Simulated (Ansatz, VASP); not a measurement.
**Two plane-wave programs on Bi**

INCAR

```
SYSTEM = Bi
ALGO = Normal ; EDIFF = 1E-7
ENCUT = 520 ; GGA = PE
ISIF = 2 ; ISMEAR = 1
LASPH = .TRUE. ; LCHARG = .FALSE.
LREAL = .FALSE. ; LWAVE = .FALSE.
NBANDS = 22 ; NELM = 60
PREC = Accurate ; SIGMA = 0.3
```

KPOINTS

```
k-points
0
G
  8 8 8
  0 0 0
```

File POSCAR:

```
Bi
1.0
    2.2924582305      1.3235513765      4.0467531177
   -2.2924582305      1.3235513765      4.0467531177
    0.0000000000     -2.6471027530      4.0467531177
Bi
2
Direct
    0.2337113826      0.2337113826      0.2337113826
    0.7662886174      0.7662886174      0.7662886174
```

Input for Ansatz:

```yaml
crystal:
  lattice:
    - [2.2924582305, 1.3235513765, 4.0467531177]
    - [-2.2924582305, 1.3235513765, 4.0467531177]
    - [0.0, -2.647102753, 4.0467531177]
  atoms:
    - { symbol: Bi, position: [0.2337113826, 0.2337113826, 0.2337113826] }
    - { symbol: Bi, position: [0.7662886174, 0.7662886174, 0.7662886174] }
hamiltonian:
  xc: pbe
  pseudopotentials:
    kind: paw
    azcp:
      Bi: "pseudopotentials/Bi.paw.azcp"
basis:
  ecutwfc: 420
  fft_grid_basis: typed
kpoints:
  mp_grid: { grid: [8, 8, 8], shift: [0, 0, 0] }
magnetization:
  spin_polarized: false
scf:
  occupations: { method: methfessel_paxton, width: 0.3 }
  lower_state_search: "off"
output:
  stress: true
```

Alike in both runs: task single point; functional PBE; k mesh 8 × 8 × 8; occupations methfessel-paxton of order 1, width 0.3 eV; no spin polarisation.

|  | VASP | Ansatz |
| --- | --- | --- |
| version | VASP 6.6.1 | Ansatz 0.2.0 |
| potentials or method | VASP PAW PBE potentials, release 64 (Bi_d), cutoff 520 eV | plane waves (420 eV) with PAW, scalar-relativistic |
| valence electrons in the cell | 30 | 30 |

```tsv
	VASP	Ansatz	Ansatz less VASP
pressure (GPa)	-0.1	0.0	+0.06
```

Neither program's run includes spin-orbit coupling.
